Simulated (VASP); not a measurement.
GaN, 2 atoms in the cell. The structure is cubic, space group Pm-3m (No. 221). Conventional cell: a = 2.570 Å, b = 2.570 Å, c = 2.570 Å, α = 90.00°, β = 90.00°, γ = 90.00°. Within 2.9 Å of Ga (site symmetry m-3m) lie 8 N at 2.23 Å and 6 Ga at 2.57 Å. N (site symmetry m-3m) has 8 Ga at 2.23 Å and 6 N at 2.57 Å within 2.9 Å. 

- Program: VASP 6.6.1
- Task: single point
- Functional: PBEsol
- Potentials or basis: VASP PAW PBE potentials, release 64 (Ga_d, N)
- Cutoff: 520 eV
- k mesh: 6 × 6 × 6
- Occupations: gaussian, width 0.05 eV
- Spin: no spin polarisation
- Dipole correction: no
- Further INCAR settings: ALGO = Normal; EDIFF = 1e-07; NBANDS = 16

Potentials or basis: VASP PAW PBE potentials, release 64 (Ga_d, N).

The run is started by

```bash
$ cat potpaw_PBE.64/Ga_d/POTCAR potpaw_PBE.64/N/POTCAR > POTCAR
$ mpirun -np 1 vasp_std > vasp.out
```

Hardware: 1 thread of Intel(R) Xeon(R) 6975P-C (Granite Rapids), on a shared host.

Q: How long does it take, and how much memory?

A: Run time: 3.2 s on 1 thread of Intel(R) Xeon(R) 6975P-C (Granite Rapids), with other jobs on the host, peak memory 0.12 GiB. Counts: scf iterations 14, k points 20.
